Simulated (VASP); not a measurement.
Here is a VASP 6.6.1 calculation.

The input INCAR:

```
SYSTEM = S
ALGO = Normal
EDIFF = 1E-7
ENCUT = 520
GGA = PE
ISIF = 2
ISMEAR = -1
LASPH = .TRUE.
LCHARG = .TRUE.
LELF = .TRUE.
LREAL = .FALSE.
LVHAR = .TRUE.
LWAVE = .FALSE.
NBANDS = 9
NELM = 80
PREC = Accurate
SIGMA = 0.02
```

KPOINTS

```
k-points
0
G
  7 7 7
  0 0 0
```

Contents of POSCAR:

```
S
1.0
    2.5766669604      0.0000000000      0.0000000000
    0.0000000000      2.5766669604      0.0000000000
    0.0000000000      0.0000000000      2.5766669604
S
1
Direct
    0.0000000000      0.0000000000      0.0000000000
```

Potentials or basis: VASP PAW PBE potentials, release 64 (S).

Launch:

```sh
$ cat potpaw_PBE.64/S/POTCAR > POTCAR
$ mpirun -np 1 vasp_std > vasp.out
```

Task: What does it give for the pressure?

Result: -0.1 GPa.

Task: What does it give for the band gap on the k mesh?

Result: Zero (band 3 reaches 9.95 eV, above the bottom of band 4 at 3.60 eV).
